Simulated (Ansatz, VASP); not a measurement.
**Two plane-wave programs on GaSb5**

```
Ga Sb
1.0
     5.94080    0.00000    0.00000
    -2.97040    5.14488    0.00000
     0.00000    0.00000    6.07030
Ga Sb
1 5
Direct
  0.00000 0.00000 0.50000
  0.50000 0.00000 0.00000
  0.00000 0.50000 0.00000
  0.50000 0.50000 0.00000
  0.33333 0.66667 0.50000
  0.66667 0.33333 0.50000
```

Alike in both runs: task relaxation of cell and atoms; functional PBE; k mesh 6 × 6 × 6; occupations gaussian, width 0.1 eV; no spin polarisation.

```csv
,VASP,Ansatz
version,VASP 6.6.1,Ansatz 0.2.0
potentials or method,"VASP PAW PBE potentials, release 64 (Ga_d, Sb), cutoff 600 eV","scalar-relativistic, plane waves, PAW"
valence electrons in the cell,38,88
```

VASP gave:

* gap on the k mesh at the Fermi level, each at its own relaxed structure (eV): none
* relaxed volume (Å³/atom): 30.79
* relaxed cell length with the largest relative difference (Å): 5.623

**Question.** Estimate Ansatz's values.

**Answer.** gap on the k mesh at the Fermi level, each at its own relaxed structure (eV): none; relaxed volume (Å³/atom): 30.83; relaxed cell length with the largest relative difference (Å): 5.631.

A gap of «none» marks a metal or a gap that the smearing closes. VASP's potentials hold 38 valence electrons a cell and Ansatz's 88, so a difference there can come from the potentials and not from the codes.

Spin-orbit coupling is off throughout.
